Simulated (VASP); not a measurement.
Crystal: SiC (Moissanite 3C).

```
CELL_PARAMETERS angstrom
0.00000 2.22174 2.22174
2.22174 0.00000 2.22174
2.22174 2.22174 0.00000
ATOMIC_POSITIONS crystal
Si 0.00000 0.00000 0.00000
C 0.75000 0.75000 0.75000
```

Base run:

```yaml
Program: VASP 6.6.1
Functional: RPBE
Dispersion: D4
Potentials_or_basis: VASP PAW PBE potentials, release 64 (Si, C)
Cutoff: 600 eV
k_mesh: 10 × 10 × 10
Occupations: fermi-dirac, width 0.05 eV
Spin: no spin polarisation
```

Its results: band gap on the k mesh 1.42 eV, indirect (least direct gap 4.48 eV); pressure -14.8 GPa.

**Question.** After a change of settings the same cell gave: band gap on the k mesh 1.42 eV, indirect (least direct gap 4.48 eV); pressure -6.1 GPa. Which change was it?
A. functional from RPBE to PBE; dispersion from D4 to D3(BJ)
B. functional from RPBE to revPBE; dispersion from D4 to D3(BJ)
C. functional from RPBE to BLYP
D. dispersion from D4 to none

**Answer.** D.

Dispersion adds attraction, which lowers the pressure at fixed volume and, as a term added to the energy, leaves the levels alone.

Caveats: the PAW data sets were made with another functional, which shifts forces and pressure a little.
